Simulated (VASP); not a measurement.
Be3ZnSe, 10 atoms in the cell. It takes space group P6_3mc (No. 186, hexagonal). The conventional cell has a = 5.833 Å, b = 5.833 Å, c = 5.075 Å, α = 90.00°, β = 90.00°, γ = 120.00°. Be (site symmetry m) has 1 Zn at 1.64 Å and 2 Se at 2.03 to 2.24 Å within 2.3 Å. Within 2.2 Å of Zn (site symmetry 3m) lie 3 Be at 1.64 Å and 1 Se at 2.12 Å. Se (site symmetry 3m) has 6 Be at 2.03 to 2.24 Å and 1 Zn at 2.12 Å within 2.7 Å. The cell was built from a structure type or drawn by symmetry, and may not be a known phase.

| Item | Value |
| --- | --- |
| Program | VASP 6.6.1 |
| Task | relaxation of cell and atoms |
| Functional | PBE |
| Potentials or basis | VASP PAW PBE potentials, release 64 (Be, Zn, Se) |
| Cutoff | 600 eV |
| k mesh | 3 × 3 × 3 |
| Occupations | gaussian, width 0.2 eV |
| Spin | no spin polarisation |
| Dipole correction | no |
| Further INCAR settings | ALGO = Normal; EDIFF = 1e-06; IBRION = 2; EDIFFG = -0.08; NSW = 36; ISIF = 3 |

Potentials or basis: VASP PAW PBE potentials, release 64 (Be, Zn, Se).

Command:

```sh
$ cat potpaw_PBE.64/Be/POTCAR potpaw_PBE.64/Zn/POTCAR potpaw_PBE.64/Se/POTCAR > POTCAR
$ mpirun -np 1 vasp_std > vasp.out
```

Hardware: 1 thread of Intel Xeon 8259CL, with other jobs on the host.

How long does it take, and how much memory?

Run time: 20 min on 1 thread of Intel Xeon 8259CL, on a shared host, peak memory 0.32 GiB. Counts: scf iterations 173, k points 6, ion steps 17.
